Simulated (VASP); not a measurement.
Wanted: the native input for a VASP 6.6.1 run.

```
Task                   : relaxation of cell and atoms
Functional             : RPBE
Potentials or basis    : VASP PAW PBE potentials, release 64 (Os)
Cutoff                 : 600 eV
k mesh                 : 10 × 10 × 10
Occupations            : fermi-dirac, width 0.1 eV
Spin                   : no spin polarisation
Dipole correction      : no
Further INCAR settings : ALGO = Normal; EDIFF = 1e-06; IBRION = 2; EDIFFG = -0.01; NSW = 80; ISIF = 3
```

The structure of Os lies in POSCAR:

```
Os
1.0
    0.0000000000      2.6631674351      2.6631674351
    2.6631674351      0.0000000000      2.6631674351
    2.6631674351      2.6631674351      0.0000000000
Os
2
Direct
    0.1250000000      0.1250000000      0.1250000000
    0.8750000000      0.8750000000      0.8750000000
```

This isn't the form of Os at room conditions, which is hcp.

One way to write it, as run:

INCAR

```
PREC = Accurate
ENCUT = 600
EDIFF = 1E-6
ISMEAR = -1
SIGMA = 0.1
LREAL = False
LASPH = True
NELM = 100
ALGO = Normal
ISIF = 3
LWAVE = False
LCHARG = False
GGA = RP
IBRION = 2
NSW = 80
EDIFFG = -0.01
```

KPOINTS

```
Automatic mesh
0
Gamma
  10 10 10
```

Potentials or basis: VASP PAW PBE potentials, release 64 (Os).

The run is started by

```bash
$ cat potpaw_PBE.64/Os/POTCAR > POTCAR
$ mpirun -np 1 vasp_std > vasp.out
```

Results of the run:

The relaxed volume is 21.61 Å³/atom and the relaxed cell is a = 3.939 Å, b = 3.939 Å, c = 3.939 Å, α = 60.00°, β = 60.00°, γ = 60.00°. The space group after relaxing (to 0.1 Å) is Fd-3m (No. 227), the pressure after relaxing is 0.0 GPa and the band gap on the k mesh is zero (bands 8 and 9 overlap by 1.10 eV).

Caveat: the PAW data sets were made with another functional, which shifts forces and pressure a little; spin-orbit coupling is left out, which moves the levels of the heavy elements.

It took 48 s on 1 thread of Intel(R) Xeon(R) 6975P-C (Granite Rapids), on a shared host, peak memory 0.19 GiB.
